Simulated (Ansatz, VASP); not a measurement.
GaH in VASP and in Ansatz

```
CELL_PARAMETERS angstrom
1.40464 -4.60270 0.01550
1.40464 4.60270 0.01550
-0.07641 0.00000 3.70148
ATOMIC_POSITIONS crystal
Ga 0.88296 0.11704 0.25000
Ga 0.11704 0.88296 0.75000
H 0.30673 0.69327 0.75000
H 0.69327 0.30673 0.25000
```

Alike in both runs: functional PBE; k mesh 14 × 14 × 10; occupations gaussian, width 0.1 eV; no spin polarisation.

Ansatz relaxed the structure, and its values are those at the end. VASP's run is a single point on that final structure, the one shown.

|  | VASP | Ansatz |
| --- | --- | --- |
| version | VASP 6.6.1 | Ansatz 0.2.0 |
| potentials or method | VASP PAW PBE potentials, release 64 (Ga_d, H), cutoff 520 eV | scalar-relativistic, plane waves, PAW |
| valence electrons in the cell | 28 | 28 |

VASP gave:

* gap on the k mesh at the Fermi level (eV): none
* pressure (GPa): 0.0
* rms of the force components (eV/Å): 0.003

Problem. Estimate Ansatz's values.

Solution. gap on the k mesh at the Fermi level (eV): none; pressure (GPa): 0.0; rms of the force components (eV/Å): 0.001.

A gap of «none» marks a metal or a gap that the smearing closes.
